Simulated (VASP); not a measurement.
# Al4FeCo3 in VASP: a series of runs

Al4FeCo3 is run at these levels: PBE; tasks: single point.

Everything below comes from runs of VASP 6.6.1. Logs are shortened: lines on timing, memory, paths and dates and some standing lists are left out, and cuts for length are marked.

### Step 1. The cell of the first run

Symmetry: Im-3m, No. 229, cubic system. The conventional cell has a = 5.708 Å, b = 5.708 Å, c = 5.708 Å, α = 90.00°, β = 90.00°, γ = 90.00°. Al (site symmetry -3m) has 2 Fe at 2.47 Å and 6 Co at 2.47 Å and 6 Al at 2.85 Å within 3.3 Å. Fe (site symmetry m-3m) has 8 Al at 2.47 Å and 6 Co at 2.85 Å within 3.3 Å. Within 3.3 Å of Co (site symmetry 4/mmm) lie 8 Al at 2.47 Å and 2 Fe at 2.85 Å and 4 Co at 2.85 Å.

### Step 2. Single point, PBE

Contents of INCAR:

```
  ALGO = Normal
  EDIFF = 1E-7
  ENCUT = 520
  GGA = PE
  ISIF = 2
  ISMEAR = 0
  LASPH = True
  LCHARG = True
  LELF = True
  LREAL = False
  LVHAR = True
  LWAVE = False
  NBANDS = 34
  NELM = 60
  PREC = Accurate
  SIGMA = 0.1
```

Contents of KPOINTS:

```
k-points
0
Gamma
  4 4 4
```

Contents of POSCAR:

```
Al4FeCo3
1.0
   -2.8541907000      2.8541907000      2.8541907000
    2.8541907000     -2.8541907000      2.8541907000
    2.8541907000      2.8541907000     -2.8541907000
Al Fe Co
4 1 3
Direct
    0.0000000000      0.5000000000      0.0000000000
    0.5000000000      0.5000000000      0.5000000000
    0.0000000000      0.0000000000      0.5000000000
    0.5000000000      0.0000000000      0.0000000000
    0.0000000000      0.0000000000      0.0000000000
    0.5000000000      0.0000000000      0.5000000000
    0.5000000000      0.5000000000      0.0000000000
    0.0000000000      0.5000000000      0.5000000000
```

Potentials or basis: VASP PAW PBE potentials, release 64 (Al, Fe, Co).

Launch:

```
$ cat potpaw_PBE.64/Al/POTCAR potpaw_PBE.64/Fe/POTCAR potpaw_PBE.64/Co/POTCAR > POTCAR
$ mpirun -np 1 vasp_std > vasp.out
```

OUTCAR:

```text
EDIFF = 1E-7
   ENCUT = 520
   GGA = PE
   ISIF = 2
   ISMEAR = 0
   LASPH = True
   LREAL = False
   NELM = 60
   PREC = Accurate

 ion  position               nearest neighbor table
   1  0.000  0.500  0.000-   5 2.47   6 2.47   7 2.47   8 2.47   8 2.47   5 2.47   7 2.47   6 2.47
                             4 2.85   3 2.85   2 2.85   2 2.85   4 2.85   3 2.85
   2  0.500  0.500  0.500-   5 2.47   6 2.47   7 2.47   8 2.47   7 2.47   6 2.47   8 2.47   5 2.47
                             4 2.85   4 2.85   1 2.85   1 2.85   3 2.85   3 2.85
   3  0.000  0.000  0.500-   5 2.47   6 2.47   7 2.47   8 2.47   5 2.47   8 2.47   6 2.47   7 2.47
                             4 2.85   1 2.85   1 2.85   4 2.85   2 2.85   2 2.85
   4  0.500  0.000  0.000-   5 2.47   6 2.47   7 2.47   8 2.47   6 2.47   7 2.47   5 2.47   8 2.47
                             3 2.85   2 2.85   1 2.85   3 2.85   1 2.85   2 2.85
   5  0.000  0.000  0.000-   1 2.47   2 2.47   3 2.47   4 2.47   3 2.47   1 2.47   4 2.47   2 2.47
                             7 2.85   8 2.85   8 2.85   6 2.85   7 2.85   6 2.85
   6  0.500  0.000  0.500-   1 2.47   2 2.47   3 2.47   4 2.47   4 2.47   2 2.47   3 2.47   1 2.47
                             7 2.85   7 2.85   8 2.85   5 2.85   8 2.85   5 2.85
   7  0.500  0.500  0.000-   1 2.47   2 2.47   3 2.47   4 2.47   2 2.47   4 2.47   1 2.47   3 2.47
                             6 2.85   6 2.85   8 2.85   8 2.85   5 2.85   5 2.85
   8  0.000  0.500  0.500-   1 2.47   2 2.47   3 2.47   4 2.47   1 2.47   3 2.47   2 2.47   4 2.47
                             6 2.85   5 2.85   7 2.85   7 2.85   6 2.85   5 2.85

  LATTYP: Found a body centered cubic cell.
 ALAT       =     5.7083814000

  Lattice vectors:

 A1 = (  -2.8541907000,   2.8541907000,   2.8541907000)
 A2 = (   2.8541907000,  -2.8541907000,   2.8541907000)
 A3 = (   2.8541907000,   2.8541907000,  -2.8541907000)

Analysis of symmetry for initial positions (statically):
=====================================================================
 Subroutine PRICEL returns:
 Original cell was already a primitive cell.

 Routine SETGRP: Setting up the symmetry group for a
 body centered cubic supercell.

 Subroutine GETGRP returns: Found 48 space group operations
 (whereof 48 operations were pure point group operations)
 out of a pool of 48 trial point group operations.

The static configuration has the point symmetry O_h .

Analysis of symmetry for dynamics (positions and initial velocities):
=====================================================================
 Subroutine PRICEL returns:
 Original cell was already a primitive cell.

 Routine SETGRP: Setting up the symmetry group for a
 body centered cubic supercell.
[... 109 lines left out ...]
   TEBEG  =    0.0;   TEEND  =   0.0 temperature during run
   PSTRESS=    0.0 pullay stress
   NELECT =      47.0000    total number of electrons
   NUPDOWN=      -1.0000    fix difference up-down
   EMIN   =  10.00;   EMAX   =-10.00  energy-range for DOS
   EFERMI =   0.00;   METHOD = LEGACY
   ISMEAR =     0;   SIGMA  =   0.10  broadening in eV -4-tet -1-fermi 0-gaus
   EFERMI_NEDOS =   21; number of points for ismear=-14 and -15
   IALGO  =     38    algorithm
   IMIX   =      4    mixing-type and parameters
     AMIX     =   0.40;   BMIX     =  1.00
     AMIX_MAG =   1.60;   BMIX_MAG =  1.00
  volume/ion in A,a.u.               =      11.63        78.45
  Fermi-wavevector in a.u.,A,eV,Ry     =   1.303981  2.464166 23.134876  1.700365
  Thomas-Fermi vector in A             =   2.434947
   LORBIT       =      0    0 simple, 1 ext, 2 COOP (PROOUT), +10 PAW based schemes
   GGA     = PE    functional components
   LHFCALC =     F    Hartree Fock is set to
   AEXX    =    0.0000 exact exchange contribution
   IVDW    =     0    specifies the selected vdW correction
   LEPSILON=     F    determine dielectric tensor
   LRPA    =     F    only Hartree local field effects (RPA)
 non-spin polarized calculation
 Gauss-broadening in eV      SIGMA  =   0.10
  energy-cutoff  :      520.00
  volume of cell :       93.01
 maximum number of plane-waves:      2528
 NGX is ok and might be reduce to    40
   NGX = 19   NGY = 19   NGZ = 19

 number of electron      46.9999981 magnetization

 Free energy of the ion-electron system (eV)
  ---------------------------------------------------
  ext. energy  EPLUGINS =         0.00000000
  ---------------------------------------------------
  free energy    TOTEN  =       -48.82937638 eV

  energy without entropy =      -48.82489990  energy(sigma->0) =      -48.82713814

 E-fermi :   9.6472     XC(G=0): -12.2434

 val. band max:        9.4990845901   @ k =   0.5000   0.5000   0.5000
 cond. band min:       9.7156273311   @ k =   0.5000   0.0000   0.0000
 fundamental gap:      0.2165427410
 Fermi energy:         9.6471841487

 k-point     1 :       0.0000    0.0000    0.0000
  band No.  band energies     occupation
      1      -0.9705      2.00000
      2       4.8020      2.00000
      3       4.8020      2.00000
      4       4.8020      2.00000
      5       6.9811      2.00000
      6       6.9811      2.00000
[... 285 lines left out ...]
     33      15.4888      0.00000
     34      18.4191      0.00000

------------------------ aborting loop because EDIFF is reached ----------------------------------------

  FORCE on cell =-STRESS in cart. coord.  units (eV):
  Direction    XX          YY          ZZ          XY          YZ          ZX
  --------------------------------------------------------------------------------------
  -------------------------------------------------------------------------------------
  Total       -0.1034509     -0.1034509     -0.1034509      0.0000000      0.0000000     -0.0000000
  in kB       -1.7821158     -1.7821158     -1.7821158      0.0000000      0.0000000     -0.0000000
  external PRESSURE =      -1.7821158 kB  Pullay stress =       0.0000000 kB

 VOLUME and BASIS-vectors are now :
 -----------------------------------------------------------------------------
  energy-cutoff  :      520.00
  volume of cell :       93.01
      direct lattice vectors                 reciprocal lattice vectors
    -2.854190700  2.854190700  2.854190700     0.000000000  0.175181007  0.175181007
     2.854190700 -2.854190700  2.854190700     0.175181007  0.000000000  0.175181007
     2.854190700  2.854190700 -2.854190700     0.175181007  0.175181007  0.000000000

 POSITION                                       TOTAL-FORCE (eV/Angst)
 -----------------------------------------------------------------------------------
      1.42710     -1.42710      1.42710        -0.000000     -0.000000      0.000000
      1.42710      1.42710      1.42710         0.000000     -0.000000      0.000000
      1.42710      1.42710     -1.42710         0.000000     -0.000000      0.000000
     -1.42710      1.42710      1.42710         0.000000     -0.000000      0.000000
      0.00000      0.00000      0.00000         0.000000     -0.000000      0.000000
      0.00000      2.85419      0.00000        -0.000000      0.000000     -0.000000
      0.00000      0.00000      2.85419         0.000000      0.000000     -0.000000
      2.85419      0.00000      0.00000        -0.000000      0.000000     -0.000000
 -----------------------------------------------------------------------------------
    total drift:                               -0.000000     -0.000000      0.000000

  FREE ENERGIE OF THE ION-ELECTRON SYSTEM (eV)
  ---------------------------------------------------
  free  energy   TOTEN  =       -48.8293763842 eV

  energy  without entropy=      -48.8248998955  energy(sigma->0) =      -48.82713814
```

OSZICAR:

```text
N       E                     dE             d eps       ncg     rms          rms(c)
DAV:   1     0.297149882857E+03    0.29715E+03   -0.19355E+04   544   0.151E+03
DAV:   2    -0.343108883761E+02   -0.33146E+03   -0.31197E+03   544   0.330E+02
DAV:   3    -0.549502872836E+02   -0.20639E+02   -0.18832E+02   578   0.103E+02
DAV:   4    -0.556429470175E+02   -0.69266E+00   -0.68290E+00   734   0.172E+01
DAV:   5    -0.556678893764E+02   -0.24942E-01   -0.24916E-01   740   0.337E+00    0.256E+01
DAV:   6    -0.658809789402E+02   -0.10213E+02   -0.14496E+02   634   0.152E+02    0.373E+01
DAV:   7    -0.512273652656E+02    0.14654E+02   -0.66538E+01   634   0.122E+02    0.178E+01
DAV:   8    -0.490808550611E+02    0.21465E+01   -0.76995E+00   752   0.589E+01    0.747E+00
DAV:   9    -0.489065700007E+02    0.17429E+00   -0.13334E+00   788   0.167E+01    0.341E+00
DAV:  10    -0.488397283803E+02    0.66842E-01   -0.18675E-01   770   0.674E+00    0.165E+00
DAV:  11    -0.488322914379E+02    0.74369E-02   -0.47132E-02   660   0.224E+00    0.575E-01
DAV:  12    -0.488302340471E+02    0.20574E-02   -0.39653E-03   646   0.817E-01    0.329E-01
DAV:  13    -0.488293953761E+02    0.83867E-03   -0.13052E-03   870   0.434E-01    0.896E-02
DAV:  14    -0.488293772396E+02    0.18136E-04   -0.32452E-04   730   0.161E-01    0.413E-02
DAV:  15    -0.488293793255E+02   -0.20859E-05   -0.28272E-05   626   0.439E-02    0.162E-02
DAV:  16    -0.488293761550E+02    0.31705E-05   -0.76399E-06   882   0.380E-02    0.289E-03
DAV:  17    -0.488293764177E+02   -0.26271E-06   -0.14204E-06   608   0.999E-03    0.301E-03
DAV:  18    -0.488293763842E+02    0.33434E-07   -0.12614E-07   346   0.331E-03
   1 F= -.48829376E+02 E0= -.48827138E+02  d E =-.447649E-02
```

stdout:

```text
POSCAR found type information on POSCAR AlFeCo
 POSCAR found :  3 types and       8 ions
 scaLAPACK will be used
 LDA part: xc-table for (Slater+PW92), standard interpolation
 POSCAR, INCAR and KPOINTS ok, starting setup
 FFT: planning ... GRIDC
 FFT: planning ... GRID_SOFT
 FFT: planning ... GRID
 WAVECAR not read
 entering main loop
```

Wall time 27 s (1 thread of AMD EPYC 9R45 (Zen 5), shared host); peak memory 0.21 GiB.

What came out:

```yaml
Free_energy: -48.8294 eV
Pressure: -0.2 GPa
Band_gap_on_the_k_mesh: zero (an odd number of electrons rules out a gap without spin polarisation)
```

Caveat: the k points lie up to 0.39 Å⁻¹ apart, too coarse for converged energies and pressures of a metal; the run has no spin polarisation, though such a crystal can be magnetic. Spin polarisation is off, so any magnetic state and its effect on volume and gap are missing.

### Step 3. Single point, PBE

Contents of INCAR:

```
PREC = Accurate
ENCUT = 520
EDIFF = 1E-6
ISMEAR = 0
SIGMA = 0.2
LREAL = False
LASPH = True
NELM = 60
ALGO = Normal
ISIF = 2
LWAVE = False
LCHARG = False
GGA = PE
NBANDS = 34
```

Contents of KPOINTS:

```
Automatic mesh
0
Gamma
  6 6 6
```

Edit POSCAR of step 2 so:

```diff
@@ -8,5 +8,5 @@
 Direct
-    0.0000000000      0.5000000000      0.0000000000
+    0.0000000000      0.5000000000      1.0000000000
     0.5000000000      0.5000000000      0.5000000000
-    0.0000000000      0.0000000000      0.5000000000
+    1.0000000000      1.0000000000      0.5000000000
     0.5000000000      0.0000000000      0.0000000000
```

Potentials or basis: VASP PAW PBE potentials, release 64 (Al, Fe, Co).

Launch:

```
$ cat potpaw_PBE.64/Al/POTCAR potpaw_PBE.64/Fe/POTCAR potpaw_PBE.64/Co/POTCAR > POTCAR
$ mpirun -np 1 vasp_std > vasp.out
```

It took 43 s on 1 thread of AMD EPYC 9R45 (Zen 5), shared host; peak memory 0.23 GiB.

The run converged. Its results:

```yaml
Free_energy: -48.7961 eV
Pressure: 0.0 GPa
Band_gap_on_the_k_mesh: zero (an odd number of electrons rules out a gap without spin polarisation)
```

Levels at points of the mesh, in eV from the Fermi level:
```
           k point  band 22  band 23  band 24  band 25  band 26  band 27
(0.00, 0.00, 0.00)    -0.29    -0.29    -0.29     0.05     0.36     0.36
(0.50, 0.00, 0.00)    -0.66    -0.30     0.02     0.55     0.98     2.05
(0.50, 0.50, 0.50)     0.19     0.19     0.52     0.90     0.90     2.79
```

Caveat: the run has no spin polarisation, though such a crystal can be magnetic. Spin polarisation is off, so any magnetic state and its effect on volume and gap are missing.

(Continued in part 2 of 2.)

The gap in the log of VASP goes by the Fermi energy; the results here count the filled bands.